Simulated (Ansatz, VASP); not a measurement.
## KTaO3 in VASP and in Ansatz

Contents of INCAR:

```
ALGO = Normal
EDIFF = 1E-6
ENCUT = 520
GGA = PE
ISIF = 2
ISMEAR = -1
LASPH = T
LCHARG = F
LREAL = F
LWAVE = F
NBANDS = 27
NELM = 100
PREC = Accurate
SIGMA = 0.01
```

The input KPOINTS:

```
k-points
0
Gamma
  5 5 5
```

The input POSCAR:

```
KTaO3
1.0
    3.9883000000     -0.0199415000     -0.0199415000
   -0.0199415000      3.9883000000     -0.0199415000
   -0.0199415000     -0.0199415000      3.9883000000
K Ta O
1 1 3
Direct
    0.5000000000      0.5000000000      0.5000000000
    0.0000000000      0.0000000000      0.0000000000
    0.5000000000      0.0000000000      0.0000000000
    0.0000000000      0.5000000000      0.0000000000
    0.0000000000      0.0000000000      0.5000000000
```

Input for Ansatz:

```yaml
crystal:
  lattice:
    - [3.9883, -0.0199415, -0.0199415]
    - [-0.0199415, 3.9883, -0.0199415]
    - [-0.0199415, -0.0199415, 3.9883]
  atoms:
    - { symbol: K, position: [0.5, 0.5, 0.5] }
    - { symbol: Ta, position: [0.0, 0.0, 0.0] }
    - { symbol: O, position: [0.5, 0.0, 0.0] }
    - { symbol: O, position: [0.0, 0.5, 0.0] }
    - { symbol: O, position: [0.0, 0.0, 0.5] }
kpoints:
  mp_grid: { grid: [5, 5, 5] }
  band_path:
    path:
      - [0.0, 0.0, 0.0]
      - [0.5, 0.0, 0.0]
      - [0.5, -0.5, 0.5]
      - [0.4901240068, -0.5098759932, 0.4901240068]
      - [0.4901240068, 0.4901240068, 0.4901240068]
      - [0.0, 0.0, 0.0]
      - [0.5, -0.5, 0.0]
    npoints: 5
scf:
  occupations: { method: fermi_dirac, width: 0.01 }
hamiltonian:
  xc: pbe
  pseudopotentials: { kind: all_electron, lapw: { basis_error: 0.0005 } }
output:
  forces: true
  stress: true
  eigenvalues: true
```

Change from the starting cell: equal xy, yz and zx shear strains of -1 %.

Alike in both runs: task single point; functional PBE; k mesh 5 × 5 × 5; occupations fermi-dirac, width 0.01 eV; no spin polarisation.

|  | VASP | Ansatz |
| --- | --- | --- |
| version | VASP 6.6.1 | Ansatz 0.2.0 |
| potentials or method | VASP PAW PBE potentials, release 64 (K_sv, Ta_pv, O), cutoff 520 eV | all-electron LAPW, scalar-relativistic |

Ansatz gave:

| Property | Result |
| --- | --- |
| gap on the k mesh at the Fermi level (eV) | 2.30 |
| pressure (GPa) | 5.5 |
| traceless stress, the component that is largest in VASP (GPa) | 1.01 |

Question: What did VASP give for the same quantities?

Answer: gap on the k mesh at the Fermi level (eV): 2.25; pressure (GPa): 6.1; traceless stress, the component that is largest in VASP (GPa): 1.01.

Ansatz ran all-electron here, and VASP with PAW potentials.

Spin-orbit coupling is off throughout.
